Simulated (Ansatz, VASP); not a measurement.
# One calculation of Ti, two programs

File INCAR:

```
PREC     = Accurate       # precision mode
ENCUT    = 520            # plane-wave cutoff, eV
EDIFF    = 1E-6           # SCF threshold, eV
ISMEAR   = -1             # smearing method
SIGMA    = 0.05           # smearing width, eV
LREAL    = False          # projectors in reciprocal space
LASPH    = True           # aspherical terms in the spheres
NELM     = 60             # most SCF steps
ALGO     = Normal         # electronic algorithm
ISIF     = 2              # what is computed and relaxed
LWAVE    = False          # write WAVECAR
LCHARG   = False          # write CHGCAR
GGA      = PS             # functional
NBANDS   = 12             # bands
```

Contents of KPOINTS:

```
regular mesh
0
Gamma
  14 14 14
```

File POSCAR:

```
Ti
1.0
   -1.6188216056      1.6188216056      1.6188216056
    1.6188216056     -1.6188216056      1.6188216056
    1.6188216056      1.6188216056     -1.6188216056
Ti
1
Direct
    0.0000000000      0.0000000000      0.0000000000
```

Input for Ansatz:

```yaml
crystal:
  lattice:
    - [-1.6188216056, 1.6188216056, 1.6188216056]
    - [1.6188216056, -1.6188216056, 1.6188216056]
    - [1.6188216056, 1.6188216056, -1.6188216056]
  atoms:
    - { symbol: Ti, position: [0.0, 0.0, 0.0] }
kpoints:
  mp_grid: { grid: [14, 14, 14] }
  band_path:
    path:
      - [0.0, 0.0, 0.0]
      - [0.5, -0.5, 0.5]
      - [0.0, 0.0, 0.5]
      - [0.0, 0.0, 0.0]
      - [0.25, 0.25, 0.25]
      - [0.5, -0.5, 0.5]
      - [0.25, 0.25, 0.25]
      - [0.0, 0.0, 0.5]
    npoints: 5
scf:
  occupations: { method: fermi_dirac, width: 0.05 }
hamiltonian:
  xc: pbesol
  pseudopotentials: { kind: all_electron, lapw: { basis_error: 0.00025 } }
output:
  forces: true
  stress: true
  eigenvalues: true
```

Change from the starting cell: volume scaled by 0.96.

Alike in both runs: task single point; functional PBEsol; k mesh 14 × 14 × 14; occupations fermi-dirac, width 0.05 eV; no spin polarisation.

|  | VASP | Ansatz |
| --- | --- | --- |
| version | VASP 6.6.1 | Ansatz 0.2.0 |
| potentials or method | VASP PAW PBE potentials, release 64 (Ti_sv), cutoff 520 eV | all-electron LAPW, scalar-relativistic |

|  | VASP | Ansatz | Ansatz less VASP |
| --- | --- | --- | --- |
| pressure (GPa) | -3.0 | -2.7 | +0.23 |

VASP's potentials were made for PBE, not for PBEsol. Ansatz ran all-electron here, and VASP with PAW potentials.
